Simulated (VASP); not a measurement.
Here is a VASP 6.6.1 calculation.

The input INCAR:

```
SYSTEM = KI
PREC = Accurate
ENCUT = 520
EDIFF = 1E-6
ISMEAR = 0
SIGMA = 0.01
LREAL = .False.
LASPH = .True.
NELM = 100
ALGO = Normal
ISIF = 2
LWAVE = .False.
LCHARG = .True.
GGA = PE
LELF = .True.
LVHAR = .True.
NBANDS = 24
```

KPOINTS

```
regular mesh
0
Gamma
  6 6 2
  0 0 0
```

File POSCAR:

```
KI
1.0
    6.0394507398      0.0000000000      0.0000000000
   -3.0197253699      5.2303177656      0.0000000000
    0.0000000000      0.0000000000      7.0391244287
K I
2 2
Direct
    0.3333333333      0.6666666667     -0.0625000000
    0.6666666667      0.3333333333      0.4375000000
    0.3333333333      0.6666666667      0.4375000000
    0.6666666667      0.3333333333      0.9375000000
```

Potentials or basis: VASP PAW PBE potentials, release 64 (K_sv, I).

The run is started by

```bash
$ cat potpaw_PBE.64/K_sv/POTCAR potpaw_PBE.64/I/POTCAR > POTCAR
$ mpirun -np 1 vasp_std > vasp.out
```

**Question.** What does it give for the band gap on the k mesh?

**Answer.** 3.78 eV.

**Question.** Predict the pressure.

**Answer.** 0.3 GPa.

Stress tensor (GPa, compression positive):
```
0.26 0.00 0.00
0.00 0.26 0.00
0.00 0.00 0.41
```

Caveat: the k points lie up to 0.45 Å⁻¹ apart; spin-orbit coupling is left out, which moves the levels of the heavy elements. A k mesh can miss the band edges.
